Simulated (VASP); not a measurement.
# GaSb (Immm) in VASP: notebook

The runs below take GaSb through single point, with LDA.

All numbers are computed with VASP 6.6.1; they aren't measurements. Logs are shortened: lines on timing, memory, paths and dates and some standing lists are left out, and cuts for length are marked.

### 1 The cell of the first run

It takes space group Immm (No. 71, orthorhombic). Conventional cell: a = 3.202 Å, b = 4.699 Å, c = 5.259 Å, α = 90.00°, β = 90.00°, γ = 90.00°. Ga (site symmetry mmm) has 6 Sb at 2.63 to 2.84 Å and 2 Ga at 3.20 Å within 3.5 Å. Sb (site symmetry mmm) has 6 Ga at 2.63 to 2.84 Å and 2 Sb at 3.20 Å within 3.5 Å.

### 2 Single point, LDA

INCAR

```
SYSTEM = GaSb
ALGO     = Normal         ! electronic algorithm
EDIFF    = 1E-7           ! SCF threshold, eV
ENCUT    = 520            ! plane-wave cutoff, eV
ISIF     = 2              ! what is computed and relaxed
ISMEAR   = 0              ! smearing method
LASPH    = .TRUE.         ! aspherical terms in the spheres
LCHARG   = .TRUE.         ! write CHGCAR
LELF     = .TRUE.         ! ELF
LREAL    = .FALSE.        ! projectors in reciprocal space
LVHAR    = .TRUE.       
LWAVE    = .FALSE.        ! write WAVECAR
NBANDS   = 16             ! bands
NELM     = 100            ! most SCF steps
PREC     = Accurate       ! precision mode
SIGMA    = 0.15           ! smearing width, eV
```

KPOINTS

```
k-points
0
G
  18 18 18
  0 0 0
```

POSCAR

```
GaSb
1.0
   -1.6011117343      2.3494217240      2.6294055863
    1.6011117343     -2.3494217240      2.6294055863
    1.6011117343      2.3494217240     -2.6294055863
Ga Sb
1 1
Direct
    0.0000000000      0.0000000000      0.0000000000
    0.5000000000      0.5000000000      0.0000000000
```

Potentials or basis: VASP PAW LDA potentials, release 64 (Ga_d, Sb).

The run is started by

```
> cat potpaw_LDA.64/Ga_d/POTCAR potpaw_LDA.64/Sb/POTCAR > POTCAR
> mpirun -np 1 vasp_std > vasp.out
```

OUTCAR:

```text
SYSTEM = GaSb
   EDIFF = 1E-7
   ENCUT = 520
   ISIF = 2
   ISMEAR = 0
   LASPH = .TRUE.
   LREAL = .FALSE.
   NELM = 100
   PREC = Accurate

 ion  position               nearest neighbor table
   1  0.000  0.000  0.000-   2 2.63   2 2.63   2 2.84   2 2.84   2 2.84   2 2.84
   2  0.500  0.500  0.000-   1 2.63   1 2.63   1 2.84   1 2.84   1 2.84   1 2.84

  LATTYP: Found a body centered orthorhombic cell.
 ALAT       =     3.2022234686
 B/A-ratio  =     1.4673689997
 C/A-ratio  =     1.6422374092

  Lattice vectors:

 A1 = (  -1.6011117343,   2.3494217240,   2.6294055863)
 A2 = (   1.6011117343,  -2.3494217240,   2.6294055863)
 A3 = (   1.6011117343,   2.3494217240,  -2.6294055863)

Analysis of symmetry for initial positions (statically):
=====================================================================
 Subroutine PRICEL returns:
 Original cell was already a primitive cell.

 Routine SETGRP: Setting up the symmetry group for a
 body centered orthorhombic supercell.

 Subroutine GETGRP returns: Found  8 space group operations
 (whereof  8 operations were pure point group operations)
 out of a pool of  8 trial point group operations.

The static configuration has the point symmetry D_2h.

Analysis of symmetry for dynamics (positions and initial velocities):
=====================================================================
 Subroutine PRICEL returns:
 Original cell was already a primitive cell.

 Routine SETGRP: Setting up the symmetry group for a
 body centered orthorhombic supercell.

 Subroutine GETGRP returns: Found  8 space group operations
 (whereof  8 operations were pure point group operations)
 out of a pool of  8 trial point group operations.

The dynamic configuration has the point symmetry D_2h.

 Subroutine INISYM returns: Found  8 space group operations
 (whereof  8 operations are pure point group operations),
 and found     1 'primitive' translations

----------------------------------------------------------------------------------------

                                     Primitive cell

  volume of cell :      39.5640

  direct lattice vectors                    reciprocal lattice vectors
    -1.601111734  2.349421724  2.629405586     0.000000000  0.212818327  0.190157046
     1.601111734 -2.349421724  2.629405586     0.312283015  0.000000000  0.190157046
[... 83 lines left out ...]
   ENCUT  =  520.0 eV  38.22 Ry    6.18 a.u.   7.20  7.20  7.20*2*pi/ulx,y,z
   NELM   =    100;   NELMIN=  2; NELMDL= -5     # of ELM steps
   EDIFF  = 0.1E-06   stopping-criterion for ELM
   LREAL  =      F    real-space projection
   EDIFFG = 0.1E-05   stopping-criterion for IOM
   NSW    =      0    number of steps for IOM
   IBRION =     -1    ionic relax: 0-MD 1-quasi-New 2-CG
   NFREE  =      0    steps in history (QN), initial steepest desc. (CG)
   ISIF   =      2    stress and relaxation
   ISYM   =      2    0-nonsym 1-usesym 2-fastsym
   POTIM  = 0.5000    time-step for ionic-motion
   TEBEG  =    0.0;   TEEND  =   0.0 temperature during run
   PSTRESS=    0.0 pullay stress
   NELECT =      18.0000    total number of electrons
   NUPDOWN=      -1.0000    fix difference up-down
   EMIN   =  10.00;   EMAX   =-10.00  energy-range for DOS
   EFERMI =   0.00;   METHOD = LEGACY
   ISMEAR =     0;   SIGMA  =   0.15  broadening in eV -4-tet -1-fermi 0-gaus
   EFERMI_NEDOS =   21; number of points for ismear=-14 and -15
   IALGO  =     38    algorithm
   IMIX   =      4    mixing-type and parameters
     AMIX     =   0.40;   BMIX     =  1.00
     AMIX_MAG =   1.60;   BMIX_MAG =  1.00
  volume/ion in A,a.u.               =      19.78       133.50
  Fermi-wavevector in a.u.,A,eV,Ry     =   1.259116  2.379383 21.570297  1.585372
  Thomas-Fermi vector in A             =   2.392691
   LORBIT       =      0    0 simple, 1 ext, 2 COOP (PROOUT), +10 PAW based schemes
   GGA     = CA    functional components
   LHFCALC =     F    Hartree Fock is set to
   AEXX    =    0.0000 exact exchange contribution
   IVDW    =     0    specifies the selected vdW correction
   LEPSILON=     F    determine dielectric tensor
   LRPA    =     F    only Hartree local field effects (RPA)
 non-spin polarized calculation
 Gauss-broadening in eV      SIGMA  =   0.15
  energy-cutoff  :      520.00
  volume of cell :       39.56
 maximum number of plane-waves:      1078
 NGX is ok and might be reduce to    30

 number of electron      17.9999994 magnetization

 Free energy of the ion-electron system (eV)
  ---------------------------------------------------
  ext. energy  EPLUGINS =         0.00000000
  ---------------------------------------------------
  free energy    TOTEN  =        -8.19657892 eV

  energy without entropy =       -8.18835959  energy(sigma->0) =       -8.19246925

 E-fermi :   8.8662     XC(G=0): -11.3846

 val. band max:        8.8642099376   @ k =  -0.1667   0.2222  -0.0000
 cond. band min:       8.8692631979   @ k =  -0.2778   0.5000   0.0556
 fundamental gap:      0.0050532602
 Fermi energy:         8.8662410465

 k-point     1 :       0.0000    0.0000    0.0000
  band No.  band energies     occupation
      1      -6.4848      2.00000
      2      -6.4192      2.00000
      3      -6.4125      2.00000
      4      -6.3934      2.00000
      5      -6.3608      2.00000
      6      -4.6954      2.00000
[... 433 lines left out ...]
      3      -6.4086      2.00000
      4      -6.3983      2.00000
      5      -6.3576      2.00000
      6      -3.8931      2.00000
[... 8 lines left out ...]
     15      17.8271      0.00000
     16      18.8605      0.00000

 [... further k-points ...]

------------------------ aborting loop because EDIFF is reached ----------------------------------------

  FORCE on cell =-STRESS in cart. coord.  units (eV):
  Direction    XX          YY          ZZ          XY          YZ          ZX
  --------------------------------------------------------------------------------------
  -------------------------------------------------------------------------------------
  Total        1.6455294      2.2165587      4.0913961      0.0000000      0.0000000      0.0000000
  in kB       66.6370906     89.7614024    165.6845118      0.0000000      0.0000000      0.0000000
  external PRESSURE =     107.3610016 kB  Pullay stress =       0.0000000 kB

 VOLUME and BASIS-vectors are now :
 -----------------------------------------------------------------------------
  energy-cutoff  :      520.00
  volume of cell :       39.56
      direct lattice vectors                 reciprocal lattice vectors
    -1.601111734  2.349421724  2.629405586     0.000000000  0.212818327  0.190157046
     1.601111734 -2.349421724  2.629405586     0.312283015  0.000000000  0.190157046
     1.601111734  2.349421724 -2.629405586     0.312283015  0.212818327  0.000000000

 POSITION                                       TOTAL-FORCE (eV/Angst)
 -----------------------------------------------------------------------------------
      0.00000      0.00000      0.00000        -0.000000      0.000000     -0.000000
      0.00000      0.00000      2.62941         0.000000     -0.000000      0.000000
 -----------------------------------------------------------------------------------
    total drift:                                0.000000      0.000000      0.000000

  FREE ENERGIE OF THE ION-ELECTRON SYSTEM (eV)
  ---------------------------------------------------
  free  energy   TOTEN  =        -8.1965789167 eV

  energy  without entropy=       -8.1883595923  energy(sigma->0) =       -8.19246925
```

OSZICAR:

```text
N       E                     dE             d eps       ncg     rms          rms(c)
DAV:   1     0.790952312147E+02    0.79095E+02   -0.86229E+03 28712   0.157E+03
DAV:   2    -0.258812829705E+01   -0.81683E+02   -0.78754E+02 32008   0.305E+02
DAV:   3    -0.816636210452E+01   -0.55782E+01   -0.55521E+01 34224   0.620E+01
DAV:   4    -0.825147478198E+01   -0.85113E-01   -0.85097E-01 33848   0.837E+00
DAV:   5    -0.825340189734E+01   -0.19271E-02   -0.19271E-02 36208   0.115E+00    0.338E+00
DAV:   6    -0.821111294745E+01    0.42289E-01   -0.50688E-02 36288   0.451E+00    0.192E+00
DAV:   7    -0.819724986123E+01    0.13863E-01   -0.13551E-02 41360   0.154E+00    0.320E-01
DAV:   8    -0.819659884821E+01    0.65101E-03   -0.19122E-03 36088   0.641E-01    0.321E-02
DAV:   9    -0.819657962717E+01    0.19221E-04   -0.95492E-05 33968   0.806E-02    0.197E-02
DAV:  10    -0.819657903638E+01    0.59079E-06   -0.80731E-06 35408   0.210E-02    0.408E-03
DAV:  11    -0.819657893059E+01    0.10579E-06   -0.96776E-07 33552   0.815E-03    0.279E-03
DAV:  12    -0.819657891670E+01    0.13892E-07   -0.43526E-08 23488   0.317E-03
   1 F= -.81965789E+01 E0= -.81924693E+01  d E =-.821932E-02
```

It took 4.5 min on 1 thread of Intel Xeon 6975P-C (Granite Rapids), shared host; peak memory 0.62 GiB.

What came out:

```yaml
Free_energy: -8.1966 eV
Pressure: 10.7 GPa
Band_gap_on_the_k_mesh: zero (band 9 reaches 12.62 eV, above the bottom of band 10 at 5.65 eV)
```

Levels at points of the mesh, in eV from the Fermi level:
```tsv
k point	band 6	band 7	band 8	band 9	band 10	band 11	band 12	band 13
(0.00, 0.00, 0.00)	-13.56	-1.96	-1.58	-1.04	3.73	4.23	7.08	7.98
(0.50, 0.00, 0.00)	-11.33	-9.26	0.55	2.02	3.37	4.01	4.22	5.21
(0.00, 0.50, 0.00)	-9.35	-7.65	-1.53	-0.72	-0.17	0.54	3.60	3.95
(0.50, 0.50, 0.00)	-9.17	-6.37	-3.09	-2.92	-2.57	2.78	5.27	8.82
(0.50, 0.50, 0.50)	-9.40	-6.39	-5.89	-5.61	0.81	5.05	10.88	12.04
```

Caveat: spin-orbit coupling is left out, which moves the levels of the heavy elements.

### 3 Single point, LDA

INCAR

```
ALGO     = Normal         # electronic algorithm
EDIFF    = 1E-6           # SCF threshold, eV
ENCUT    = 520            # plane-wave cutoff, eV
GGA      = CA             # functional
ISIF     = 2              # what is computed and relaxed
ISMEAR   = 0              # smearing method
LASPH    = True           # aspherical terms in the spheres
LCHARG   = False          # write CHGCAR
LREAL    = False          # projectors in reciprocal space
LWAVE    = False          # write WAVECAR
NBANDS   = 16             # bands
NELM     = 100            # most SCF steps
PREC     = Accurate       # precision mode
SIGMA    = 0.15           # smearing width, eV
```

KPOINTS

```
k-points
0
Gamma
  18 18 18
```

POSCAR

```
GaSb
1.0
   -1.4909259487      2.4346905139      2.7248359767
    1.4909259487     -2.4346905139      2.7248359767
    1.4909259487      2.4346905139     -2.7248359767
Ga Sb
1 1
Direct
    0.0000000000      0.0000000000      0.0000000000
    0.5000000000      0.5000000000      0.0000000000
```

Potentials or basis: VASP PAW LDA potentials, release 64 (Ga_d, Sb).

The run is started by

```
> cat potpaw_LDA.64/Ga_d/POTCAR potpaw_LDA.64/Sb/POTCAR > POTCAR
> mpirun -np 1 vasp_std > vasp.out
```

It took 3.8 min on 1 thread of Intel Xeon 6975P-C (Granite Rapids), shared host; peak memory 0.62 GiB.

Results (log left out):

```
Free energy            : -8.2362 eV
Pressure               : 10.0 GPa
Band gap on the k mesh : zero (band 9 reaches 12.11 eV, above the bottom of band 10 at 5.32 eV)
```

Stress tensor (GPa, compression positive):
```
11.82  0.00  0.00
 0.00 10.63  0.00
 0.00  0.00  7.66
```

Levels at points of the mesh, in eV from the Fermi level:
```csv
k point,band 6,band 7,band 8,band 9,band 10,band 11,band 12,band 13
"(0.00, 0.00, 0.00)",-13.60,-2.75,-2.31,-1.87,3.21,5.84,6.59,8.73
"(0.50, 0.00, 0.00)",-11.66,-9.38,-0.21,1.30,3.16,3.49,5.14,7.07
"(0.00, 0.50, 0.00)",-8.76,-7.24,-1.94,-0.55,-0.50,0.65,3.36,3.81
"(0.50, 0.50, 0.00)",-8.53,-6.33,-2.96,-2.89,-2.37,2.84,4.75,8.02
"(0.50, 0.50, 0.50)",-10.08,-6.42,-6.30,-5.92,2.91,6.91,11.55,12.04
```

Caveat: spin-orbit coupling is left out, which moves the levels of the heavy elements.

### 4 Single point, LDA

This run uses another cell than the first one, of the same volume but with other edges.

INCAR

```
PREC = Accurate ; ENCUT = 520
EDIFF = 1E-6 ; ISMEAR = 0
SIGMA = 0.15 ; LREAL = False
LASPH = True ; NELM = 60
ALGO = Normal ; ISIF = 2
LWAVE = False ; LCHARG = True
GGA = CA ; LELF = True
LVHAR = True ; NBANDS = 16
```

KPOINTS

```
regular mesh
0
Gamma
  18 18 18
```

POSCAR

```
GaSb
1.0
   -1.4646749530      2.4564117885      2.7491458060
    1.4646749530     -2.4564117885      2.7491458060
    1.4646749530      2.4564117885     -2.7491458060
Ga Sb
1 1
Direct
    0.0000000000      0.0000000000      0.0000000000
    0.5000000000      0.5000000000      0.0000000000
```

The run is started by

```
> cat potpaw_LDA.64/Ga_d/POTCAR potpaw_LDA.64/Sb/POTCAR > POTCAR
> mpirun -np 1 vasp_std > vasp.out
```

It took 3.5 min on 1 thread of Intel Xeon 6975P-C (Granite Rapids), shared host; peak memory 0.63 GiB.

Results (log left out):

```
Free energy            : -8.2191 eV
Pressure               : 10.2 GPa
Band gap on the k mesh : zero (band 9 reaches 11.87 eV, above the bottom of band 10 at 5.27 eV)
```

Stress tensor (GPa, compression positive):
```
13.65  0.00  0.00
 0.00 11.07  0.00
 0.00  0.00  5.97
```

Levels at points of the mesh, in eV from the Fermi level:
```tsv
k point	band 7	band 8	band 9	band 10	band 11	band 12
(0.00, 0.00, 0.00)	-2.96	-2.64	-1.98	3.07	6.24	6.29
(0.50, 0.00, 0.00)	-9.43	-0.43	1.11	2.89	3.25	5.63
(0.00, 0.50, 0.00)	-7.16	-2.04	-0.59	-0.50	0.68	3.31
(0.50, 0.50, 0.00)	-6.34	-2.96	-2.91	-2.23	2.85	4.63
(0.50, 0.50, 0.50)	-6.44	-6.43	-6.01	3.48	7.41	11.06
```

Caveat: spin-orbit coupling is left out, which moves the levels of the heavy elements.

### 5 The runs side by side

| cell | gap on the mesh (eV) | pressure (GPa) |
| --- | --- | --- |
| a = 3.873 Å, angles 131.2, 105.3, 94.5°, 2 atoms | none | 10.7 |
| a = 3.947 Å, angles 135.6, 103.8, 92.7°, 2 atoms | none | 10.0 |
| a = 3.967 Å, angles 136.7, 103.5, 92.3°, 2 atoms | none | 10.2 |

Alike in all rows: task single point; level LDA; potentials or basis VASP PAW LDA potentials, release 64 (Ga_d, Sb); no spin polarisation; k mesh 18 × 18 × 18; cutoff (eV) 520; smearing gaussian 0.15 eV.

Caveats: spin-orbit coupling is left out, which moves the levels of the heavy elements.

Total energies depend on the potentials used, so only differences within one code and one set of settings carry meaning.
